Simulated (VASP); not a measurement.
Here is a VASP 6.6.1 calculation.

INCAR

```
  ALGO = Fast
  EDIFF = 1E-6
  ENCUT = 520
  GGA = PE
  ISIF = 2
  ISMEAR = 0
  LASPH = T
  LCHARG = F
  LREAL = F
  LWAVE = F
  NBANDS = 18
  NELM = 80
  PREC = Accurate
  SIGMA = 0.1
```

KPOINTS

```
k-points
0
Gamma
  14 14 14
```

Contents of POSCAR:

```
Li2B
1.0
   -3.1967186904      3.1967186904      1.6310542305
    3.1967186904     -3.1967186904      1.6310542305
    3.1967186904      3.1967186904     -1.6310542305
Li B
4 2
Direct
    0.8414599780      0.6585400220      0.5000000000
    0.3414599780      0.8414599780      0.1829199561
    0.1585400220      0.3414599780      0.5000000000
    0.6585400220      0.1585400220      0.8170800439
    0.7500000000      0.7500000000      0.0000000000
    0.2500000000      0.2500000000      0.0000000000
```

Potentials or basis: VASP PAW PBE potentials, release 64 (Li_sv, B).

Launch:

```bash
$ cat potpaw_PBE.64/Li_sv/POTCAR potpaw_PBE.64/B/POTCAR > POTCAR
$ mpirun -np 1 vasp_std > vasp.out
```

Q: Estimate the largest force.

A: 0.008 eV/Å.

Q: Estimate the band gap on the k mesh.

A: Zero (bands 9 and 10 overlap by 1.28 eV).

Forces in eV/Å, atoms in the order of the input:
```
Li   0.005 -0.005  0.000
Li  -0.005 -0.005  0.000
Li  -0.005  0.005  0.000
Li   0.005  0.005  0.000
B    0.000  0.000  0.000
B    0.000  0.000  0.000
```
